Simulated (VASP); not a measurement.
# Se (Fd-3m) in VASP: notebook

Aim: see how the results for Se move with the level of theory and the settings. Levels: PBE, HSE06. Tasks: single point.

Everything below comes from runs of VASP 6.6.1. Logs are shortened: lines on timing, memory, paths and dates and some standing lists are left out, and cuts for length are marked.

## 1. The cell of the first run

The structure is cubic, space group Fd-3m (No. 227). Conventional cell: a = 6.334 Å, b = 6.334 Å, c = 6.334 Å, α = 90.00°, β = 90.00°, γ = 90.00°. Se (site symmetry -43m) has 4 Se at 2.74 Å within 3.6 Å.

## 2. Single point, PBE

File INCAR:

```
ALGO = Normal
EDIFF = 1E-7
ENCUT = 520
GGA = PE
ISIF = 2
ISMEAR = -1
LASPH = True
LCHARG = False
LREAL = False
LWAVE = False
NBANDS = 13
NELM = 60
PREC = Accurate
SIGMA = 0.1
```

File KPOINTS:

```
k-points
0
Gamma
  5 5 5
```

File POSCAR:

```
Se
1.0
    0.0000000000      3.1670468410      3.1670468410
    3.1670468410      0.0000000000      3.1670468410
    3.1670468410      3.1670468410      0.0000000000
Se
2
Direct
    0.1250000000      0.1250000000      0.1250000000
    0.8750000000      0.8750000000      0.8750000000
```

Potentials or basis: VASP PAW PBE potentials, release 64 (Se).

The run is started by

```sh
cat potpaw_PBE.64/Se/POTCAR > POTCAR
mpirun -np 1 vasp_std > vasp.out
```

OUTCAR:

```text
EDIFF = 1E-7
   ENCUT = 520
   GGA = PE
   ISIF = 2
   ISMEAR = -1
   LASPH = True
   LREAL = False
   NELM = 60
   PREC = Accurate

 ion  position               nearest neighbor table
   1  0.125  0.125  0.125-   2 2.74   2 2.74   2 2.74   2 2.74
   2  0.875  0.875  0.875-   1 2.74   1 2.74   1 2.74   1 2.74

  LATTYP: Found a face centered cubic cell.
 ALAT       =     6.3340936820

  Lattice vectors:

 A1 = (   0.0000000000,   3.1670468410,   3.1670468410)
 A2 = (   3.1670468410,   0.0000000000,   3.1670468410)
 A3 = (   3.1670468410,   3.1670468410,   0.0000000000)

Analysis of symmetry for initial positions (statically):
=====================================================================
 Subroutine PRICEL returns:
 Original cell was already a primitive cell.

 Routine SETGRP: Setting up the symmetry group for a
 face centered cubic supercell.

 Subroutine GETGRP returns: Found 48 space group operations
 (whereof 12 operations were pure point group operations)
 out of a pool of 48 trial point group operations.

The static configuration has the point symmetry D_3d.
 The point group associated with its full space group is O_h .

Analysis of symmetry for dynamics (positions and initial velocities):
=====================================================================
 Subroutine PRICEL returns:
 Original cell was already a primitive cell.

 Routine SETGRP: Setting up the symmetry group for a
 face centered cubic supercell.

 Subroutine GETGRP returns: Found 48 space group operations
 (whereof 12 operations were pure point group operations)
 out of a pool of 48 trial point group operations.

The dynamic configuration has the point symmetry D_3d.
 The point group associated with its full space group is O_h .

 Subroutine INISYM returns: Found 48 space group operations
 (whereof 12 operations are pure point group operations),
 and found     1 'primitive' translations

----------------------------------------------------------------------------------------

                                     Primitive cell

  volume of cell :      63.5321

  direct lattice vectors                    reciprocal lattice vectors
     0.000000000  3.167046841  3.167046841    -0.157875783  0.157875783  0.157875783
     3.167046841  0.000000000  3.167046841     0.157875783 -0.157875783  0.157875783
     3.167046841  3.167046841  0.000000000     0.157875783  0.157875783 -0.157875783

  length of vectors
     4.478880595  4.478880595  4.478880595     0.273448878  0.273448878  0.273448878

  position of ions in fractional coordinates (direct lattice)
     0.125000000  0.125000000  0.125000000
     0.875000000  0.875000000  0.875000000

  ion indices of the primitive-cell ions
   primitive index   ion index
                 1           1
                 2           2

----------------------------------------------------------------------------------------

 KPOINTS: k-points

Automatic generation of k-mesh.
 Grid dimensions read from file:
 generate k-points for:    5    5    5

 Generating k-lattice:

  Cartesian coordinates                     Fractional coordinates (reciprocal lattice)
    -0.031575157  0.031575157  0.031575157     0.200000000  0.000000000  0.000000000
     0.031575157 -0.031575157  0.031575157     0.000000000  0.200000000  0.000000000
     0.031575157  0.031575157 -0.031575157     0.000000000  0.000000000  0.200000000

  Length of vectors
     0.054689776  0.054689776  0.054689776

  Shift w.r.t. Gamma in fractional coordinates (k-lattice)
     0.000000000  0.000000000  0.000000000

 Subroutine IBZKPT returns following result:
 ===========================================

 Found     10 irreducible k-points:

 Following reciprocal coordinates:
            Coordinates               Weight
  0.000000  0.000000  0.000000      1.000000
  0.200000  0.000000  0.000000      8.000000
  0.400000  0.000000  0.000000      8.000000
  0.200000  0.200000  0.000000      6.000000
  0.400000  0.200000  0.000000     24.000000
 -0.400000  0.200000  0.000000     24.000000
 -0.200000  0.200000  0.000000     12.000000
  0.400000  0.400000  0.000000      6.000000
 -0.400000  0.400000  0.000000     12.000000
 -0.400000  0.400000  0.200000     24.000000
   k-points           NKPTS =     10   k-points in BZ     NKDIM =     10   number of bands    NBANDS=     13
   number of dos      NEDOS =    301   number of ions     NIONS =      2
   total plane-waves  NPLWV =  46656
   dimension x,y,z NGX =    36 NGY =   36 NGZ =   36
   dimension x,y,z NGXF=    72 NGYF=   72 NGZF=   72
   ions per type =               2
   NGX,Y,Z   is equivalent  to a cutoff of  13.36, 13.36, 13.36 a.u.
   NGXF,Y,Z  is equivalent  to a cutoff of  26.72, 26.72, 26.72 a.u.
 SYSTEM =  unknown system
   PREC   = accura    normal or accurate (medium, high low for compatibility)
   ISTART =      0    job   : 0-new  1-cont  2-samecut
   ICHARG =      2    charge: 1-file 2-atom 10-const
   ISPIN  =      1    spin polarized calculation?
   LNONCOLLINEAR =      F non collinear calculations
   LSORBIT =      F    spin-orbit coupling
   LASPH  =      T    aspherical Exc in radial PAW
   ENCUT  =  520.0 eV  38.22 Ry    6.18 a.u.   8.33  8.33  8.33*2*pi/ulx,y,z
   NELM   =     60;   NELMIN=  2; NELMDL= -5     # of ELM steps
   EDIFF  = 0.1E-06   stopping-criterion for ELM
   LREAL  =      F    real-space projection
   EDIFFG = 0.1E-05   stopping-criterion for IOM
   NSW    =      0    number of steps for IOM
   IBRION =     -1    ionic relax: 0-MD 1-quasi-New 2-CG
   NFREE  =      0    steps in history (QN), initial steepest desc. (CG)
   ISIF   =      2    stress and relaxation
   ISYM   =      2    0-nonsym 1-usesym 2-fastsym
   POTIM  = 0.5000    time-step for ionic-motion
   TEBEG  =    0.0;   TEEND  =   0.0 temperature during run
   PSTRESS=    0.0 pullay stress
   NELECT =      12.0000    total number of electrons
   NUPDOWN=      -1.0000    fix difference up-down
   EMIN   =  10.00;   EMAX   =-10.00  energy-range for DOS
   EFERMI =   0.00;   METHOD = LEGACY
   ISMEAR =    -1;   SIGMA  =   0.10  broadening in eV -4-tet -1-fermi 0-gaus
   EFERMI_NEDOS =   21; number of points for ismear=-14 and -15
   IALGO  =     38    algorithm
   IMIX   =      4    mixing-type and parameters
     AMIX     =   0.40;   BMIX     =  1.00
     AMIX_MAG =   1.60;   BMIX_MAG =  1.00
  volume/ion in A,a.u.               =      31.77       214.37
  Fermi-wavevector in a.u.,A,eV,Ry     =   0.939300  1.775019 12.004197  0.882284
  Thomas-Fermi vector in A             =   2.066598
   LORBIT       =      0    0 simple, 1 ext, 2 COOP (PROOUT), +10 PAW based schemes
   GGA     = PE    functional components
   LHFCALC =     F    Hartree Fock is set to
   AEXX    =    0.0000 exact exchange contribution
   IVDW    =     0    specifies the selected vdW correction
   LEPSILON=     F    determine dielectric tensor
   LRPA    =     F    only Hartree local field effects (RPA)
 non-spin polarized calculation
  energy-cutoff  :      520.00
  volume of cell :       63.53
 maximum number of plane-waves:      1736
 NGX is ok and might be reduce to    36
   NGX = 17   NGY = 17   NGZ = 17

 number of electron      11.9999999 magnetization

 Free energy of the ion-electron system (eV)
  ---------------------------------------------------
  ext. energy  EPLUGINS =         0.00000000
  ---------------------------------------------------
  free energy    TOTEN  =        -6.01521237 eV

  energy without entropy =       -5.94721187  energy(sigma->0) =       -5.98121212

 E-fermi :   2.0016     XC(G=0):  -8.1488

 val. band max:        1.8182712008   @ k =  -0.2000   0.2000   0.0000
 cond. band min:       2.0193210723   @ k =  -0.4000   0.2000   0.0000
 fundamental gap:      0.2010498715
 Fermi energy:         2.0015679865

 k-point     1 :       0.0000    0.0000    0.0000
  band No.  band energies     occupation
      1     -13.2300      2.00000
      2      -8.2640      2.00000
      3      -1.3811      2.00000
      4      -1.3811      2.00000
      5      -1.3811      2.00000
      6       1.2557      1.99885
      7       1.2557      1.99885
      8       1.2557      1.99885
      9       6.4089      0.00000
     10       9.6732      0.00000
     11       9.6732      0.00000
     12      11.5672      0.00000
     13      11.5672      0.00000

 k-point     2 :       0.2000    0.0000    0.0000
  band No.  band energies     occupation
      1     -12.9803      2.00000
      2      -8.8362      2.00000
      3      -1.6715      2.00000
      4      -1.6715      2.00000
      5      -1.5828      2.00000
      6       1.6973      1.90897
      7       1.6973      1.90897
      8       1.8111      1.74084
      9       7.4733      0.00000
     10       9.0981      0.00000
     11       9.0981      0.00000
     12      10.8976      0.00000
     13      13.3663      0.00000

 k-point     3 :       0.4000    0.0000    0.0000
  band No.  band energies     occupation
      1     -12.4124      2.00000
      2      -9.8555      2.00000
      3      -2.0188      2.00000
      4      -2.0188      2.00000
      5      -1.9881      2.00000
      6       2.2340      0.17826
      7       2.2340      0.17826
      8       3.2750      0.00001
      9       8.4463      0.00000
     10       9.5786      0.00000
     11       9.5786      0.00000
     12       9.7898      0.00000
     13      12.4654      0.00000

 k-point     4 :       0.2000    0.2000    0.0000
  band No.  band energies     occupation
      1     -12.8880      2.00000
      2      -9.0161      2.00000
      3      -2.0499      2.00000
      4      -2.0499      2.00000
      5      -0.7338      2.00000
      6       0.7175      1.99999
      7       2.3181      0.08096
      8       2.3181      0.08096
      9       7.8200      0.00000
     10       7.9145      0.00000
     11      10.2301      0.00000
     12      12.5235      0.00000
     13      12.5235      0.00000

 k-point     5 :       0.4000    0.2000    0.0000
  band No.  band energies     occupation
      1     -12.3690      2.00000
      2      -9.9007      2.00000
      3      -2.7004      2.00000
      4      -2.3658      2.00000
      5      -0.5594      2.00000
      6       1.1513      1.99959
      7       2.9284      0.00019
      8       3.1935      0.00001
      9       7.8231      0.00000
     10       8.7715      0.00000
     11      10.5829      0.00000
     12      11.6514      0.00000
     13      12.4065      0.00000

 k-point     6 :      -0.4000    0.2000    0.0000
  band No.  band energies     occupation
      1     -12.0538      2.00000
      2     -10.3431      2.00000
      3      -3.0815      2.00000
      4      -2.2742      2.00000
      5      -0.7069      2.00000
      6       2.0193      0.91147
      7       2.7699      0.00092
      8       3.4672      0.00000
      9       7.8512      0.00000
     10       9.2648      0.00000
     11       9.3947      0.00000
     12      11.1989      0.00000
     13      13.0760      0.00000

 k-point     7 :      -0.2000    0.2000    0.0000
  band No.  band energies     occupation
      1     -12.5948      2.00000
      2      -9.5472      2.00000
      3      -2.6896      2.00000
      4      -1.8633      2.00000
      5      -0.9751      2.00000
      6       1.8183      1.72423
      7       2.0502      0.76144
      8       2.8407      0.00045
      9       8.3766      0.00000
     10       8.4899      0.00000
     11       9.2812      0.00000
     12      12.0290      0.00000
     13      12.3407      0.00000

 k-point     8 :       0.4000    0.4000    0.0000
  band No.  band energies     occupation
      1     -11.9202      2.00000
      2     -10.5074      2.00000
      3      -2.7297      2.00000
      4      -2.7297      2.00000
      5      -0.0122      2.00000
      6       0.1845      2.00000
      7       3.8365      0.00000
      8       3.8365      0.00000
      9       7.4508      0.00000
     10       9.1311      0.00000
     11      11.8943      0.00000
     12      12.2033      0.00000
     13      12.2033      0.00000

 k-point     9 :      -0.4000    0.4000    0.0000
  band No.  band energies     occupation
      1     -11.4549      2.00000
      2     -11.0397      2.00000
      3      -3.1525      2.00000
      4      -2.6847      2.00000
      5      -0.0284      2.00000
      6       0.9816      1.99993
      7       3.7399      0.00000
      8       3.7728      0.00000
      9       7.5390      0.00000
     10       8.7826      0.00000
     11      10.4024      0.00000
     12      13.0943      0.00000
     13      13.4654      0.00000

 k-point    10 :      -0.4000    0.4000    0.2000
  band No.  band energies     occupation
      1     -11.7872      2.00000
      2     -10.6645      2.00000
      3      -3.1297      2.00000
      4      -2.7164      2.00000
      5       0.1716      2.00000
      6       1.1986      1.99935
      7       3.3875      0.00000
      8       3.4341      0.00000
      9       7.9365      0.00000
     10       8.1708      0.00000
     11      10.7621      0.00000
     12      12.3383      0.00000
     13      13.5079      0.00000

------------------------ aborting loop because EDIFF is reached ----------------------------------------

  FORCE on cell =-STRESS in cart. coord.  units (eV):
  Direction    XX          YY          ZZ          XY          YZ          ZX
  --------------------------------------------------------------------------------------
  -------------------------------------------------------------------------------------
  Total       -0.0168790     -0.0168790     -0.0168790      0.0000000      0.0000000      0.0000000
  in kB       -0.4256620     -0.4256620     -0.4256620      0.0000000      0.0000000      0.0000000
  external PRESSURE =      -0.4256620 kB  Pullay stress =       0.0000000 kB

 VOLUME and BASIS-vectors are now :
 -----------------------------------------------------------------------------
  energy-cutoff  :      520.00
  volume of cell :       63.53
      direct lattice vectors                 reciprocal lattice vectors
     0.000000000  3.167046841  3.167046841    -0.157875783  0.157875783  0.157875783
     3.167046841  0.000000000  3.167046841     0.157875783 -0.157875783  0.157875783
     3.167046841  3.167046841  0.000000000     0.157875783  0.157875783 -0.157875783

 POSITION                                       TOTAL-FORCE (eV/Angst)
 -----------------------------------------------------------------------------------
      0.79176      0.79176      0.79176        -0.000000      0.000000     -0.000000
      5.54233      5.54233      5.54233         0.000000     -0.000000      0.000000
 -----------------------------------------------------------------------------------
    total drift:                                0.000000      0.000000      0.000000

  FREE ENERGIE OF THE ION-ELECTRON SYSTEM (eV)
  ---------------------------------------------------
  free  energy   TOTEN  =        -6.0152123677 eV

  energy  without entropy=       -5.9472118666  energy(sigma->0) =       -5.98121212
```

It took 8.9 s on 1 thread of Oxide Virtual Turin-like, shared host; peak memory 0.16 GiB.

What came out:

```yaml
Free_energy: -6.0152 eV
Pressure: 0.0 GPa
Band_gap_on_the_k_mesh: zero (band 6 reaches 2.23 eV, above the bottom of band 7 at 1.26 eV)
```

(Part 1 of 2 ends here.)
